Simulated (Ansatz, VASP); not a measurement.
Zn4S: VASP beside Ansatz

Contents of INCAR:

```
SYSTEM = Zn4S
PREC = Accurate
ENCUT = 520
EDIFF = 1E-6
ISMEAR = 0
SIGMA = 0.1
LREAL = .False.
LASPH = .True.
NELM = 80
ALGO = Normal
ISIF = 2
LWAVE = .False.
LCHARG = .False.
GGA = PE
NBANDS = 35
```

The input KPOINTS:

```
regular mesh
0
Gamma
  4 4 4
  0 0 0
```

The input POSCAR:

```
Zn4S
1.0
    4.5370278500      0.0000000000      0.0000000000
    0.0000000000      4.5370278500      0.0000000000
    0.0000000000      0.0000000000      4.5370278500
Zn S
4 1
Direct
    0.3080354700      0.3080354700      0.3080354700
    0.6919645300      0.6919645300      0.3080354700
    0.6919645300      0.3080354700      0.6919645300
    0.3080354700      0.6919645300      0.6919645300
    0.0000000000      0.0000000000      0.0000000000
```

Input for Ansatz:

```yaml
crystal:
  lattice:
    - [4.53702785, 0.0, 0.0]
    - [0.0, 4.53702785, 0.0]
    - [0.0, 0.0, 4.53702785]
  atoms:
    - { symbol: Zn, position: [0.30803547, 0.30803547, 0.30803547] }
    - { symbol: Zn, position: [0.69196453, 0.69196453, 0.30803547] }
    - { symbol: Zn, position: [0.69196453, 0.30803547, 0.69196453] }
    - { symbol: Zn, position: [0.30803547, 0.69196453, 0.69196453] }
    - { symbol: S, position: [0.0, 0.0, 0.0] }
basis:
  ecutwfc: 420
kpoints:
  mp_grid: { grid: [4, 4, 4] }
hamiltonian:
  xc: pbe
scf:
  occupations: { method: gaussian, width: 0.1 }
  lower_state_search: "off"
output:
  forces: true
  stress: true
  eigenvalues: true
```

Alike in both runs: task single point; functional PBE; k mesh 4 × 4 × 4; occupations gaussian, width 0.1 eV; no spin polarisation.

|  | VASP | Ansatz |
| --- | --- | --- |
| version | VASP 6.6.1 | Ansatz 0.2.0 |
| potentials or method | VASP PAW PBE potentials, release 64 (Zn, S), cutoff 520 eV | scalar-relativistic, plane waves, PAW |
| valence electrons in the cell | 54 | 54 |

|  | VASP | Ansatz | Ansatz less VASP |
| --- | --- | --- | --- |
| gap on the k mesh at the Fermi level (eV) | none | none | - |
| pressure (GPa) | 0.6 | 0.3 | -0.25 |
| rms of the force components (eV/Å) | 0.745 | 0.733 | -0.0124 |

Atom by atom the forces differ by 0.012 eV/Å (rms over components). A gap of «none» marks a metal or a gap that the smearing closes.
